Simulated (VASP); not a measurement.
Crystal: CoO.

```
Co O
1.0
     1.60222    0.92504    5.13294
    -1.60222    0.92504    5.13294
     0.00000   -1.85008    5.13294
Co O
2 2
Direct
  0.99949 0.99949 0.99949
  0.49949 0.49949 0.49949
  0.37550 0.37550 0.37550
  0.87552 0.87552 0.87552
```

Base run:

* Program: VASP 6.6.1
* Functional: BLYP
* Potentials or basis: VASP PAW PBE potentials, release 64 (Co, O)
* Cutoff: 520 eV
* k mesh: 8 × 8 × 8
* Occupations: methfessel-paxton, width 0.1 eV
* Spin: collinear spin, ferromagnetic start
* Starting moments: [1.8, 1.8, 0.0, 0.0] μB

Its results: pressure 5.7 GPa; net moment 5.32 μB per cell; site moments Co +2.29; O +0.28 μB; largest force 0.297 eV/Å.

Q: The run is repeated on the same cell with these changes: functional from BLYP to PBEsol; further incar settings from ALGO = Normal; EDIFF = 1e-06; NBANDS = 27 to ALGO = Normal; EDIFF = 1e-07; NBANDS = 27. What comes out?

A: Pressure -7.8 GPa; net moment 5.60 μB per cell; site moments Co +2.40; O +0.32 μB; largest force 0.211 eV/Å.

Caveats: the PAW data sets were made with another functional, which shifts forces and pressure a little.
